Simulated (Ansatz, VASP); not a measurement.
W in VASP and in Ansatz

```xyz
1
Lattice="-1.6372 1.6372 1.5174 1.6372 -1.6372 1.5174 1.6372 1.6372 -1.5174" Properties=species:S:1:pos:R:3 pbc="T T T"
W     0.0000    0.0000    0.0000
```

Change from the starting cell: strain +0.025 along x and y, -0.050 along z, atoms carried along.

Alike in both runs: task single point; functional r2SCAN; k mesh 20 × 20 × 20; occupations gaussian, width 0.15 eV; no spin polarisation.

|  | VASP | Ansatz |
| --- | --- | --- |
| version | VASP 6.6.1 | Ansatz 0.2.0 |
| potentials or method | VASP PAW PBE potentials, release 64 (W_sv), cutoff 520 eV | scalar-relativistic, plane waves, PAW |
| valence electrons in the cell | 14 | 14 |

|  | VASP | Ansatz | Ansatz less VASP |
| --- | --- | --- | --- |
| gap on the k mesh at the Fermi level (eV) | none | none | - |
| pressure (GPa) | -4.8 | -5.9 | -1.10 |
| traceless stress, the component that is largest in VASP (GPa) | 17.36 | 17.40 | +0.047 |

VASP's potentials were made for PBE, not for r2SCAN. A gap of «none» marks a metal or a gap that the smearing closes.

Spin-orbit coupling is off throughout.
